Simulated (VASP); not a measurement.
Runs of VASP 6.6.1 on Co. The structure is that of space group P6_3/mmc (No. 194), or close to it. The cells are those of the table. 

```tsv
cell	gap on the mesh (eV)	pressure (GPa)	moment (μB)
a = 2.480, b = 2.480, c = 3.967 Å, angles 90.0, 90.0, 120.0°, 2 atoms	none	-5.2	3.15
a = 2.529, b = 2.529, c = 3.967 Å, angles 90.0, 90.0, 120.0°, 2 atoms	none	-12.7	3.22
a = 2.431, b = 2.431, c = 4.126 Å, angles 90.0, 90.0, 120.0°, 2 atoms	none	-4.3	3.18
a = 2.415, b = 2.415, c = 3.835 Å, angles 90.0, 90.0, 120.0°, 2 atoms	none	18.5	3.02
a = 2.480, b = 2.480, c = 4.126 Å, angles 90.0, 90.0, 120.0°, 2 atoms	none	-12.8	3.23
a = 2.333, b = 2.333, c = 4.100 Å, angles 90.0, 90.0, 120.0°, 2 atoms	none	22.2	3.09
a = 2.529, b = 2.529, c = 3.491 Å, angles 90.0, 90.0, 120.0°, 2 atoms	none	(a)	(b)
```

Alike in all rows: task single point; level PBEsol; potentials or basis VASP PAW PBE potentials, release 64 (Co); spin collinear, ferromagnetic start; k mesh 21 × 21 × 12; cutoff (eV) 520; smearing gaussian 0.15 eV.

Question: Fill in the values left out.

Answer: (a) 22.5; (b) 2.61.

Caveats: the PAW data sets were made with another functional, which shifts forces and pressure a little; the cell stands under tension (at least some runs); the stress differs along the axes, from -15 to -7 GPa (at least some runs); the stress differs along the axes, from -14 to 1 GPa (at least some runs); the stress differs along the axes, from 16 to 23 GPa (at least some runs); the stress differs along the axes, from -18 to -10 GPa (at least some runs); the stress differs along the axes, from -2 to 34 GPa (at least some runs).

A gap of «none» marks levels without a gap at the run's occupations.
